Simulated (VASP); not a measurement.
# NaH2 (Cmcm) in VASP: a series of runs, part 2 of 2

VASP 6.6.1. Earlier steps stand in the parts before.

**4. Relaxation of cell and atoms, PBE**

This run uses another cell than the first one, of 11.54 Å³/atom.

The input, INCAR:

```
PREC = Accurate ; ENCUT = 600
EDIFF = 1E-6 ; ISMEAR = 0
SIGMA = 0.1 ; LREAL = F
LASPH = T ; NELM = 100
ALGO = Normal ; ISIF = 3
LWAVE = F ; LCHARG = F
GGA = PE ; IBRION = 2
NSW = 90 ; EDIFFG = -0.04
```

The input, KPOINTS:

```
Automatic mesh
0
Gamma
  6 6 4
```

The input, POSCAR:

```
NaH2
1.0
    1.9859564623     -3.9005478926      0.0000000000
    1.9859564623      3.9005478926      0.0000000000
    0.0000000000      0.0000000000      4.4678549849
Na H
2 4
Direct
    0.6563605756      0.3436394244      0.2500000000
    0.3436394244      0.6563605756      0.7500000000
    0.1429470413      0.1429470413      0.2500000000
    0.8570529587      0.8570529587      0.2500000000
    0.1429470413      0.1429470413      0.7500000000
    0.8570529587      0.8570529587      0.7500000000
```

Potentials or basis: VASP PAW PBE potentials, release 64 (Na_pv, H).

On the command line:

```console
$ cat potpaw_PBE.64/Na_pv/POTCAR potpaw_PBE.64/H/POTCAR > POTCAR
$ mpirun -np 1 vasp_std > vasp.out
```

OUTCAR:

```text
PREC = Accurate
   ENCUT = 600
   EDIFF = 1E-6
   ISMEAR = 0
   LREAL = F
   LASPH = T
   NELM = 100
   ISIF = 3
   GGA = PE
   IBRION = 2
   NSW = 90
   EDIFFG = -0.04

 ion  position               nearest neighbor table
   1  0.656  0.344  0.250-
   2  0.344  0.656  0.750-
   3  0.143  0.143  0.250-
   4  0.857  0.857  0.250-
   5  0.143  0.143  0.750-
   6  0.857  0.857  0.750-

  LATTYP: Found a base centered orthorhombic cell.
 ALAT       =     3.9719129246
 B/A-ratio  =     1.9640651578
 C/A-ratio  =     1.1248622691

  Lattice vectors:

 A1 = (   1.9859564623,  -3.9005478926,   0.0000000000)
 A2 = (   1.9859564623,   3.9005478926,   0.0000000000)
 A3 = (   0.0000000000,   0.0000000000,   4.4678549849)

[... 406 lines left out ...]
      1     -25.1168      2.00000
      2     -25.1096      2.00000
      3     -25.1073      2.00000
      4     -25.1030      2.00000
      5     -25.0947      2.00000
      6     -25.0872      2.00000
      7      -8.8414      2.00000
      8      -6.2114      2.00000
      9      -0.7835      2.00000
     10       1.7133      0.00000
     11       3.3597      0.00000
     12       3.8079      0.00000
     13       4.1138      0.00000
[... 354 lines left out ...]
  band No.  band energies     occupation
      1     -25.1169      2.00000
      2     -25.1099      2.00000
      3     -25.1088      2.00000
      4     -25.1027      2.00000
      5     -25.0932      2.00000
      6     -25.0903      2.00000
      7      -8.4168      2.00000
      8      -6.6684      2.00000
      9      -0.5431      2.00000
     10       0.2516      0.92636
     11       2.7763      0.00000
     12       2.8444      0.00000
     13       3.5784      0.00000

 [... further k-points ...]

------------------------ aborting loop because EDIFF is reached ----------------------------------------

  FORCE on cell =-STRESS in cart. coord.  units (eV):
  Direction    XX          YY          ZZ          XY          YZ          ZX
  --------------------------------------------------------------------------------------
  -------------------------------------------------------------------------------------
  Total       -0.0969511     -0.0694408     -0.0011680      0.0000000      0.0000000      0.0000000
  in kB       -1.4542757     -1.0416192     -0.0175207      0.0000000      0.0000000      0.0000000
  external PRESSURE =      -0.8378052 kB  Pullay stress =       0.0000000 kB
[... 21 lines left out ...]
  FREE ENERGIE OF THE ION-ELECTRON SYSTEM (eV)
  ---------------------------------------------------
  free  energy   TOTEN  =       -15.3651414518 eV

  energy  without entropy=      -15.3521851751  energy(sigma->0) =      -15.35866331

 reached required accuracy - stopping structural energy minimisation
```

OSZICAR:

```text
N       E                     dE             d eps       ncg     rms          rms(c)
DAV:   1     0.118998440091E+03    0.11900E+03   -0.10244E+04  1014   0.158E+03
DAV:   2    -0.685478881445E+01   -0.12585E+03   -0.12322E+03  1029   0.359E+02
DAV:   3    -0.140847352332E+02   -0.72299E+01   -0.70962E+01  1269   0.949E+01
[... 305 lines left out ...]
DAV:   2    -0.153666177335E+02    0.37038E-02   -0.89466E-03  1209   0.159E+00    0.271E-01
DAV:   3    -0.153652335576E+02    0.13842E-02   -0.24673E-03  1234   0.780E-01    0.324E-02
DAV:   4    -0.153651435826E+02    0.89975E-04   -0.13368E-04  1219   0.204E-01    0.540E-03
DAV:   5    -0.153651414660E+02    0.21166E-05   -0.37173E-06   904   0.266E-02    0.191E-03
DAV:   6    -0.153651414518E+02    0.14228E-07   -0.33517E-07   562   0.556E-03
  38 F= -.15365141E+02 E0= -.15358663E+02  d E =-.302224E-03
```

Wall time 21 min (1 thread of Oxide Virtual Turin-like, shared host); peak memory 0.19 GiB.

Results:

* Free energy: -15.3651 eV
* Relaxed volume: 17.80 Å³/atom
* Relaxed cell: a = 5.127 Å, b = 5.127 Å, c = 4.610 Å, α = 90.00°, β = 90.00°, γ = 118.18°
* Space group after relaxing (to 0.1 Å): Cmcm (No. 63)
* Energy gained by relaxing: 348.5 meV/atom
* Ionic steps: 38
* Pressure after relaxing: -0.1 GPa
* Largest force after relaxing: 0.038 eV/Å
* Band gap on the k mesh: zero (bands 9 and 10 overlap by 1.16 eV)

Forces on the atoms (eV/Å):
```
Na   0.000 -0.038  0.000
Na   0.000  0.038  0.000
H   -0.013  0.009  0.000
H    0.013  0.009  0.000
H   -0.013 -0.009  0.000
H    0.013 -0.009  0.000
```

Stress tensor (GPa, compression positive):
```
-0.15  0.00  0.00
 0.00 -0.10  0.00
 0.00  0.00  0.00
```

The path:
| step | energy change (eV) | largest force (eV/Å) | pressure (GPa) | volume (Å³) |
| --- | --- | --- | --- | --- |
| 1 | 0.0000 | 2.4991 | 3.57 | 69.22 |
| 2 | -1.2260 | 1.7044 | 3.02 | 71.82 |
| 3 | -1.4675 | 2.2992 | 7.36 | 74.27 |
| 4 | -1.5540 | 0.4761 | 4.60 | 73.08 |
| 5 | -1.5818 | 0.2646 | 5.27 | 73.42 |
| 6 | -1.5831 | 0.4114 | 5.45 | 73.52 |
| 7 | -1.7733 | 0.3307 | 2.96 | 79.13 |
| 8 | -1.8733 | 1.0545 | 0.58 | 86.82 |
| 9 | -1.9794 | 0.4457 | 0.83 | 91.10 |
| 10 | -2.0155 | 0.3106 | 1.20 | 94.89 |
| 11 | -2.0157 | 0.4192 | 1.25 | 95.37 |
| 12 | -2.0433 | 0.3019 | 0.69 | 100.07 |
| 13 | -2.0586 | 0.1541 | 0.08 | 106.89 |
| 14 | -2.0590 | 0.1267 | -0.02 | 108.21 |
| 15 | -2.0607 | 0.1653 | -0.23 | 107.06 |
| 16 | -2.0609 | 0.0974 | -0.16 | 107.35 |
| 17 | -2.0636 | 0.0947 | -0.11 | 106.52 |
| 18 | -2.0697 | 0.0871 | 0.08 | 104.04 |
| 19 | -2.0716 | 0.0616 | 0.51 | 99.17 |
| 20 | -2.0726 | 0.0703 | 0.35 | 100.92 |
| 21 | -2.0746 | 0.2356 | 0.14 | 100.58 |
| 22 | -2.0747 | 0.1812 | 0.13 | 100.65 |
| 23 | -2.0764 | 0.1643 | 0.16 | 100.59 |
| 24 | -2.0805 | 0.1104 | 0.18 | 100.40 |
| 25 | -2.0840 | 0.0187 | 0.44 | 100.00 |
| 26 | -2.0852 | 0.0414 | 0.35 | 100.43 |
| 27 | -2.0869 | 0.1724 | 0.11 | 101.71 |
| 28 | -2.0876 | 0.1486 | 0.13 | 101.93 |
| 29 | -2.0891 | 0.0757 | 0.15 | 102.60 |
| 30 | -2.0899 | 0.0832 | 0.20 | 103.93 |
| 31 | -2.0900 | 0.0420 | 0.19 | 103.57 |
| 32 | -2.0902 | 0.0428 | 0.16 | 103.82 |
| 33 | -2.0906 | 0.0440 | 0.07 | 104.57 |
| 34 | -2.0906 | 0.0450 | 0.04 | 104.81 |
| 35 | -2.0909 | 0.0427 | 0.05 | 105.10 |
| 36 | -2.0910 | 0.0487 | 0.05 | 105.66 |
| 37 | -2.0912 | 0.0403 | 0.02 | 105.94 |
| 38 | -2.0913 | 0.0375 | -0.08 | 106.81 |

Final structure:
```
CELL_PARAMETERS angstrom
2.63370 -4.39894 0.00000
2.63370 4.39894 0.00000
0.00000 0.00000 4.60969
ATOMIC_POSITIONS crystal
Na 0.66165 0.33835 0.25000
Na 0.33835 0.66165 0.75000
H 0.05615 0.09147 0.25000
H 0.90853 0.94385 0.25000
H 0.09147 0.05615 0.75000
H 0.94385 0.90853 0.75000
```

Levels at points of the mesh, in eV from the Fermi level:
| k point | band 6 | band 7 | band 8 | band 9 | band 10 | band 11 | band 12 | band 13 |
| --- | --- | --- | --- | --- | --- | --- | --- | --- |
| (0.00, 0.00, 0.00) | -25.33 | -9.09 | -6.46 | -1.03 | 1.47 | 3.11 | 3.56 | 3.87 |
| (0.50, 0.00, 0.00) | -25.34 | -8.95 | -6.42 | -1.89 | 0.81 | 1.72 | 4.49 | 4.63 |
| (0.50, 0.50, 0.00) | -25.34 | -8.95 | -6.43 | -1.27 | 0.55 | 0.66 | 4.47 | 5.41 |
| (0.00, 0.00, 0.50) | -25.34 | -7.97 | -7.97 | 0.48 | 0.48 | 3.04 | 3.04 | 5.22 |
| (0.50, 0.00, 0.50) | -25.34 | -7.88 | -7.88 | -0.16 | -0.16 | 2.48 | 2.48 | 3.31 |
| (0.50, 0.50, 0.50) | -25.33 | -7.88 | -7.88 | 0.44 | 0.44 | 2.16 | 2.16 | 2.28 |

Caveat: the volume moved by over 15 % at a fixed basis, so the end points are rough.

**5. Overview**

```csv
task,cell,k mesh,cutoff (eV),gap on the mesh (eV),pressure (GPa),largest force (eV/Å)
single point,"a = 5.076, b = 5.076, c = 4.650 Å, angles 90.0, 90.0, 113.7°, 6 atoms, atomic positions A",6 × 6 × 4,520,none,0.0,0.02
single point,"a = 4.928, b = 4.928, c = 4.595 Å, angles 90.0, 90.0, 96.1°, 6 atoms, atomic positions B",8 × 8 × 8,520,none,-0.1,0.01
relaxation of cell and atoms,"relaxed from a = 4.377, b = 4.377, c = 4.468 Å, angles 90.0, 90.0, 126.0°, 6 atoms, atomic positions C",6 × 6 × 4,600,none,-0.1,0.04
```

Alike in all rows: level PBE; potentials or basis VASP PAW PBE potentials, release 64 (Na_pv, H); no spin polarisation; smearing gaussian 0.1 eV.

Caveats: the volume moved by over 15 % at a fixed basis, so the end points are rough (at least some runs).

Absolute energies hang on the potentials; compare differences alone.
